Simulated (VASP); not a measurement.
# Mg (Fm-3m) in VASP: further runs

Mg is run at these levels: PBE; tasks: single point, relaxation of cell and atoms.

Program: VASP 6.6.1. These are calculated values, not measurements. Logs are shortened: lines on timing, memory, paths and dates and some standing lists are left out, and cuts for length are marked.

### 1 The cell of the first run

The structure is cubic, space group Fm-3m (No. 225). The conventional cell has a = 3.803 Å, b = 3.803 Å, c = 3.803 Å, α = 90.00°, β = 90.00°, γ = 90.00°. Within 3.5 Å of Mg (site symmetry m-3m) lie 12 Mg at 2.69 Å.

This isn't the form of Mg at room conditions, which is hcp.

### 2 Single point, PBE

File INCAR:

```
SYSTEM = Mg
PREC = Accurate
ENCUT = 520
EDIFF = 1E-6
ISMEAR = -1
SIGMA = 0.1
LREAL = .FALSE.
LASPH = .TRUE.
NELM = 80
ALGO = Normal
ISIF = 2
LWAVE = .FALSE.
LCHARG = .TRUE.
GGA = PE
LELF = .TRUE.
LVHAR = .TRUE.
NBANDS = 7
```

File KPOINTS:

```
regular mesh
0
G
  17 17 17
  0 0 0
```

File POSCAR:

```
Mg
1.0
    0.0000000000      1.9015423035      1.9015423035
    1.9015423035      0.0000000000      1.9015423035
    1.9015423035      1.9015423035      0.0000000000
Mg
1
Direct
    0.0000000000      0.0000000000      0.0000000000
```

Potentials or basis: VASP PAW PBE potentials, release 64 (Mg).

Command:

```sh
cat potpaw_PBE.64/Mg/POTCAR > POTCAR
mpirun -np 1 vasp_std > vasp.out
```

OUTCAR:

```text
SYSTEM = Mg
   PREC = Accurate
   ENCUT = 520
   EDIFF = 1E-6
   ISMEAR = -1
   LREAL = .FALSE.
   LASPH = .TRUE.
   NELM = 80
   ISIF = 2
   GGA = PE

 ion  position               nearest neighbor table
   1  0.000  0.000  0.000-

  LATTYP: Found a face centered cubic cell.
 ALAT       =     3.8030846070

  Lattice vectors:

 A1 = (   0.0000000000,   1.9015423035,   1.9015423035)
 A2 = (   1.9015423035,   0.0000000000,   1.9015423035)
 A3 = (   1.9015423035,   1.9015423035,   0.0000000000)

Analysis of symmetry for initial positions (statically):
=====================================================================
 Subroutine PRICEL returns:
 Original cell was already a primitive cell.

 Routine SETGRP: Setting up the symmetry group for a
 face centered cubic supercell.

 Subroutine GETGRP returns: Found 48 space group operations
 (whereof 48 operations were pure point group operations)
 out of a pool of 48 trial point group operations.

The static configuration has the point symmetry O_h .

Analysis of symmetry for dynamics (positions and initial velocities):
=====================================================================
 Subroutine PRICEL returns:
 Original cell was already a primitive cell.

 Routine SETGRP: Setting up the symmetry group for a
 face centered cubic supercell.

 Subroutine GETGRP returns: Found 48 space group operations
 (whereof 48 operations were pure point group operations)
 out of a pool of 48 trial point group operations.

The dynamic configuration has the point symmetry O_h .

 Subroutine INISYM returns: Found 48 space group operations
 (whereof 48 operations are pure point group operations),
 and found     1 'primitive' translations

----------------------------------------------------------------------------------------

                                     Primitive cell

  volume of cell :      13.7514

  direct lattice vectors                    reciprocal lattice vectors
     0.000000000  1.901542304  1.901542304    -0.262944453  0.262944453  0.262944453
     1.901542304  0.000000000  1.901542304     0.262944453 -0.262944453  0.262944453
     1.901542304  1.901542304  0.000000000     0.262944453  0.262944453 -0.262944453

  length of vectors
     2.689186915  2.689186915  2.689186915     0.455433151  0.455433151  0.455433151

  position of ions in fractional coordinates (direct lattice)
     0.000000000  0.000000000  0.000000000

  ion indices of the primitive-cell ions
   primitive index   ion index
                 1           1

----------------------------------------------------------------------------------------

 KPOINTS: regular mesh

Automatic generation of k-mesh.
 Grid dimensions read from file:
 generate k-points for:   17   17   17

 Generating k-lattice:

  Cartesian coordinates                     Fractional coordinates (reciprocal lattice)
    -0.015467321  0.015467321  0.015467321     0.058823529  0.000000000  0.000000000
     0.015467321 -0.015467321  0.015467321     0.000000000  0.058823529  0.000000000
     0.015467321  0.015467321 -0.015467321     0.000000000  0.000000000  0.058823529

  Length of vectors
     0.026790185  0.026790185  0.026790185

  Shift w.r.t. Gamma in fractional coordinates (k-lattice)
     0.000000000  0.000000000  0.000000000

 Subroutine IBZKPT returns following result:
 ===========================================

 Found    165 irreducible k-points:

 Following reciprocal coordinates:
            Coordinates               Weight
  0.000000  0.000000  0.000000      1.000000
  0.058824  0.000000  0.000000      8.000000
  0.117647  0.000000  0.000000      8.000000
  0.176471  0.000000  0.000000      8.000000
  0.235294  0.000000  0.000000      8.000000
  0.294118  0.000000  0.000000      8.000000
[... 16 lines left out ...]
 -0.176471  0.058824  0.000000     24.000000
 -0.117647  0.058824  0.000000     24.000000
 [... further k-points ...]
   k-points           NKPTS =    165   k-points in BZ     NKDIM =    165   number of bands    NBANDS=      7
   number of dos      NEDOS =    301   number of ions     NIONS =      1
   total plane-waves  NPLWV =   8000
   dimension x,y,z NGX =    20 NGY =   20 NGZ =   20
   dimension x,y,z NGXF=    40 NGYF=   40 NGZF=   40
   ions per type =               1
   NGX,Y,Z   is equivalent  to a cutoff of  12.36, 12.36, 12.36 a.u.
   NGXF,Y,Z  is equivalent  to a cutoff of  24.73, 24.73, 24.73 a.u.
 SYSTEM =  Mg
   PREC   = accura    normal or accurate (medium, high low for compatibility)
   ISTART =      0    job   : 0-new  1-cont  2-samecut
   ICHARG =      2    charge: 1-file 2-atom 10-const
   ISPIN  =      1    spin polarized calculation?
   LNONCOLLINEAR =      F non collinear calculations
   LSORBIT =      F    spin-orbit coupling
   LASPH  =      T    aspherical Exc in radial PAW
   ENCUT  =  520.0 eV  38.22 Ry    6.18 a.u.   5.00  5.00  5.00*2*pi/ulx,y,z
   NELM   =     80;   NELMIN=  2; NELMDL= -5     # of ELM steps
   EDIFF  = 0.1E-05   stopping-criterion for ELM
   LREAL  =      F    real-space projection
   EDIFFG = 0.1E-04   stopping-criterion for IOM
   NSW    =      0    number of steps for IOM
   IBRION =     -1    ionic relax: 0-MD 1-quasi-New 2-CG
   NFREE  =      0    steps in history (QN), initial steepest desc. (CG)
   ISIF   =      2    stress and relaxation
   ISYM   =      2    0-nonsym 1-usesym 2-fastsym
   POTIM  = 0.5000    time-step for ionic-motion
   TEBEG  =    0.0;   TEEND  =   0.0 temperature during run
   PSTRESS=    0.0 pullay stress
   NELECT =       2.0000    total number of electrons
   NUPDOWN=      -1.0000    fix difference up-down
   EMIN   =  10.00;   EMAX   =-10.00  energy-range for DOS
   EFERMI =   0.00;   METHOD = LEGACY
   ISMEAR =    -1;   SIGMA  =   0.10  broadening in eV -4-tet -1-fermi 0-gaus
   EFERMI_NEDOS =   21; number of points for ismear=-14 and -15
   IALGO  =     38    algorithm
   IMIX   =      4    mixing-type and parameters
     AMIX     =   0.40;   BMIX     =  1.00
     AMIX_MAG =   1.60;   BMIX_MAG =  1.00
  volume/ion in A,a.u.               =      13.75        92.80
  Fermi-wavevector in a.u.,A,eV,Ry     =   0.860932  1.626926 10.084691  0.741204
  Thomas-Fermi vector in A             =   1.978510
   LORBIT       =      0    0 simple, 1 ext, 2 COOP (PROOUT), +10 PAW based schemes
   GGA     = PE    functional components
   LHFCALC =     F    Hartree Fock is set to
   AEXX    =    0.0000 exact exchange contribution
   IVDW    =     0    specifies the selected vdW correction
   LEPSILON=     F    determine dielectric tensor
   LRPA    =     F    only Hartree local field effects (RPA)
 non-spin polarized calculation
  energy-cutoff  :      520.00
  volume of cell :       13.75
 maximum number of plane-waves:       380
   NGX =  9   NGY =  9   NGZ =  9

 number of electron       2.0000000 magnetization

 Free energy of the ion-electron system (eV)
  ---------------------------------------------------
  ext. energy  EPLUGINS =         0.00000000
  ---------------------------------------------------
  free energy    TOTEN  =        -0.53822883 eV

  energy without entropy =       -0.52672257  energy(sigma->0) =       -0.53247570

 E-fermi :   5.9730     XC(G=0): -10.2427

 val. band max:        5.9636617725   @ k =  -0.4118   0.1176   0.0000
 cond. band min:       6.0081862438   @ k =  -0.4118   0.4706   0.0588
 fundamental gap:      0.0445244713
 Fermi energy:         5.9730171978

 k-point     1 :       0.0000    0.0000    0.0000
  band No.  band energies     occupation
      1      -3.4589      2.00000
      2      21.8919      0.00000
      3      21.8919      0.00000
      4      21.8919      0.00000
      5      24.9747      0.00000
      6      27.1197      0.00000
      7      27.1197      0.00000

 k-point     2 :       0.0588    0.0000    0.0000
  band No.  band energies     occupation
      1      -3.3499      2.00000
      2      20.4218      0.00000
      3      21.8090      0.00000
      4      21.8090      0.00000
      5      25.6605      0.00000
      6      27.2281      0.00000
      7      27.2281      0.00000

 k-point     3 :       0.1176    0.0000    0.0000
  band No.  band energies     occupation
      1      -3.0242      2.00000
      2      18.0100      0.00000
      3      21.5938      0.00000
      4      21.5938      0.00000
      5      25.4256      0.00000
      6      27.3175      0.00000
      7      27.3175      0.00000

 k-point     4 :       0.1765    0.0000    0.0000
  band No.  band energies     occupation
      1      -2.4855      2.00000
      2      15.5400      0.00000
      3      21.3133      0.00000
      4      21.3133      0.00000
      5      24.8228      0.00000
      6      26.8942      0.00000
      7      26.8942      0.00000

 k-point     5 :       0.2353    0.0000    0.0000
  band No.  band energies     occupation
      1      -1.7400      2.00000
      2      13.1501      0.00000
      3      21.0229      0.00000
      4      21.0229      0.00000
      5      24.2721      0.00000
      6      26.1628      0.00000
      7      26.1628      0.00000

 k-point     6 :       0.2941    0.0000    0.0000
  band No.  band energies     occupation
      1      -0.7961      2.00000
      2      10.8836      0.00000
      3      20.7577      0.00000
      4      20.7577      0.00000
      5      23.8604      0.00000
      6      25.4634      0.00000
      7      25.4634      0.00000

 k-point     7 :       0.3529    0.0000    0.0000
  band No.  band energies     occupation
      1       0.3345      2.00000
      2       8.7619      0.00000
      3      20.5398      0.00000
      4      20.5398      0.00000
      5      23.5977      0.00000
      6      24.9096      0.00000
      7      24.9096      0.00000

 k-point     8 :       0.4118    0.0000    0.0000
  band No.  band energies     occupation
      1       1.6309      2.00000
      2       6.8064      0.00048
      3      20.3846      0.00000
      4      20.3846      0.00000
      5      23.4605      0.00000
      6      24.5345      0.00000
      7      24.5345      0.00000

 k-point     9 :       0.4706    0.0000    0.0000
  band No.  band energies     occupation
      1       2.9960      2.00000
      2       5.1126      1.99963
      3      20.3038      0.00000
      4      20.3038      0.00000
      5      23.4084      0.00000
      6      24.3466      0.00000
      7      24.3466      0.00000

 k-point    10 :       0.0588    0.0588    0.0000
  band No.  band energies     occupation
      1      -3.3136      2.00000
      2      20.6886      0.00000
      3      21.3512      0.00000
      4      21.3512      0.00000
      5      26.0429      0.00000
      6      26.4640      0.00000
      7      27.9269      0.00000

 k-point    11 :       0.1176    0.0588    0.0000
  band No.  band energies     occupation
      1      -3.0603      2.00000
      2      18.7626      0.00000
      3      20.8883      0.00000
      4      21.3712      0.00000
      5      25.2865      0.00000
      6      26.8817      0.00000
      7      28.6237      0.00000
[... 51 lines left out ...]
 k-point    17 :       0.4706    0.0588    0.0000
  band No.  band energies     occupation
      1       2.6391      2.00000
      2       5.7123      1.86267
      3      19.1458      0.00000
      4      19.8317      0.00000
      5      23.4771      0.00000
      6      24.9995      0.00000
      7      25.0717      0.00000

 k-point    18 :      -0.4706    0.0588    0.0000
  band No.  band energies     occupation
      1       3.4107      2.00000
      2       4.8317      1.99998
      3      18.8938      0.00000
      4      20.0584      0.00000
      5      23.6367      0.00000
      6      24.7103      0.00000
      7      24.9759      0.00000

 k-point    19 :      -0.4118    0.0588    0.0000
  band No.  band energies     occupation
      1       2.1773      2.00000
      2       6.2830      0.08620
      3      18.7517      0.00000
      4      20.4088      0.00000
      5      23.9249      0.00000
      6      24.4899      0.00000
      7      25.0503      0.00000

 k-point    20 :      -0.3529    0.0588    0.0000
  band No.  band energies     occupation
      1       0.8393      2.00000
      2       8.1668      0.00000
      3      18.7308      0.00000
      4      20.8661      0.00000
      5      24.2540      0.00000
      6      24.4148      0.00000
      7      25.3291      0.00000

 k-point    21 :      -0.2941    0.0588    0.0000
  band No.  band energies     occupation
      1      -0.3475      2.00000
      2      10.2276      0.00000
      3      18.8376      0.00000
      4      21.3869      0.00000
      5      24.5021      0.00000
      6      24.5779      0.00000
      7      25.8722      0.00000

 k-point    22 :      -0.2353    0.0588    0.0000
  band No.  band energies     occupation
      1      -1.3534      2.00000
      2      12.4322      0.00000
      3      19.0748      0.00000
      4      21.8848      0.00000
      5      24.7855      0.00000
      6      24.9548      0.00000
      7      26.5966      0.00000

 k-point    23 :      -0.1765    0.0588    0.0000
  band No.  band energies     occupation
      1      -2.1647      2.00000
      2      14.7503      0.00000
      3      19.4441      0.00000
      4      22.2360      0.00000
      5      25.2878      0.00000
      6      25.4379      0.00000
      7      27.3040      0.00000

 k-point    24 :      -0.1176    0.0588    0.0000
  band No.  band energies     occupation
      1      -2.7721      2.00000
      2      17.1092      0.00000
      3      19.9606      0.00000
      4      22.3389      0.00000
      5      25.9412      0.00000
      6      26.0091      0.00000
      7      27.4562      0.00000

 [... further k-points ...]

------------------------ aborting loop because EDIFF is reached ----------------------------------------

  FORCE on cell =-STRESS in cart. coord.  units (eV):
  Direction    XX          YY          ZZ          XY          YZ          ZX
  --------------------------------------------------------------------------------------
  -------------------------------------------------------------------------------------
  Total        4.3406389      4.3406389      4.3406389     -0.0000000      0.0000000     -0.0000000
  in kB      505.7271547    505.7271547    505.7271547     -0.0000000      0.0000000     -0.0000000
  external PRESSURE =     505.7271547 kB  Pullay stress =       0.0000000 kB

 VOLUME and BASIS-vectors are now :
 -----------------------------------------------------------------------------
  energy-cutoff  :      520.00
  volume of cell :       13.75
      direct lattice vectors                 reciprocal lattice vectors
     0.000000000  1.901542304  1.901542304    -0.262944453  0.262944453  0.262944453
     1.901542304  0.000000000  1.901542304     0.262944453 -0.262944453  0.262944453
     1.901542304  1.901542304  0.000000000     0.262944453  0.262944453 -0.262944453

 POSITION                                       TOTAL-FORCE (eV/Angst)
 -----------------------------------------------------------------------------------
      0.00000      0.00000      0.00000         0.000000     -0.000000     -0.000000
 -----------------------------------------------------------------------------------
    total drift:                                0.000000      0.000000     -0.000000

  FREE ENERGIE OF THE ION-ELECTRON SYSTEM (eV)
  ---------------------------------------------------
  free  energy   TOTEN  =        -0.5382288253 eV

  energy  without entropy=       -0.5267225651  energy(sigma->0) =       -0.53247570
```

It took 7.6 s on 1 thread of Intel Xeon 6455B, shared host; peak memory 0.13 GiB.

Results:

| Property | Result |
| --- | --- |
| Free energy | -0.5382 eV |
| Pressure | 50.6 GPa |
| Band gap on the k mesh | zero (bands 1 and 2 overlap by 2.33 eV) |

Caveat: the cell stands under pressure.

### 3 Single point, PBE

File INCAR:

```
PREC = Accurate
ENCUT = 520
EDIFF = 1E-6
ISMEAR = -1
SIGMA = 0.1
LREAL = F
LASPH = T
NELM = 60
ALGO = Normal
ISIF = 2
LWAVE = F
LCHARG = F
GGA = PE
NBANDS = 7
```

File KPOINTS:

```
regular mesh
0
Gamma
  17 17 17
```

File POSCAR:

```
Mg
1.0
    0.0000000000      1.9012965342      1.9012965342
    1.9012965342      0.0000000000      1.9012965342
    1.9012965342      1.9012965342      0.0000000000
Mg
1
Direct
    0.0000000000      0.0000000000      0.0000000000
```

Potentials or basis: VASP PAW PBE potentials, release 64 (Mg).

Command:

```sh
cat potpaw_PBE.64/Mg/POTCAR > POTCAR
mpirun -np 1 vasp_std > vasp.out
```

Wall time 5.7 s (1 thread of Intel Xeon 6455B, shared host); peak memory 0.13 GiB.

The run converged. Its results:

```yaml
Free_energy: -0.5365 eV
Pressure: 50.6 GPa
Band_gap_on_the_k_mesh: zero (bands 1 and 2 overlap by 2.33 eV)
```

Levels at points of the mesh, in eV from the Fermi level:
```tsv
k point	band 1	band 2	band 3	band 4	band 5	band 6
(0.00, 0.00, 0.00)	-9.43	15.92	15.92	15.92	19.01	21.15
```

Caveat: the cell stands under pressure.

### 4 Single point, PBE

This run uses another cell than the first one, of 23.14 Å³/atom.

File INCAR:

```
  PREC = Accurate
  ENCUT = 520
  EDIFF = 1E-6
  ISMEAR = -1
  SIGMA = 0.1
  LREAL = F
  LASPH = T
  NELM = 80
  ALGO = Normal
  ISIF = 2
  LWAVE = F
  LCHARG = T
  GGA = PE
  LELF = T
  LVHAR = T
  NBANDS = 7
```

File KPOINTS:

```
Automatic mesh
0
Gamma
  15 15 15
```

File POSCAR:

```
Mg
1.0
    0.0000000000      2.2616255493      2.2616255493
    2.2616255493      0.0000000000      2.2616255493
    2.2616255493      2.2616255493      0.0000000000
Mg
1
Direct
    0.0000000000      0.0000000000      0.0000000000
```

Command:

```sh
cat potpaw_PBE.64/Mg/POTCAR > POTCAR
mpirun -np 1 vasp_std > vasp.out
```

It took 6.5 s on 1 thread of Intel Xeon 6455B, shared host; peak memory 0.15 GiB.

It converged, with:

* Free energy: -1.5006 eV
* Pressure: -0.1 GPa
* Band gap on the k mesh: zero (bands 1 and 2 overlap by 2.22 eV)

Levels at points of the mesh, in eV from the Fermi level:
```csv
k point,band 1,band 2,band 3,band 4,band 5
"(0.00, 0.00, 0.00)",-6.86,12.34,12.34,12.34,14.23
```

(Continued in part 2 of 2.)
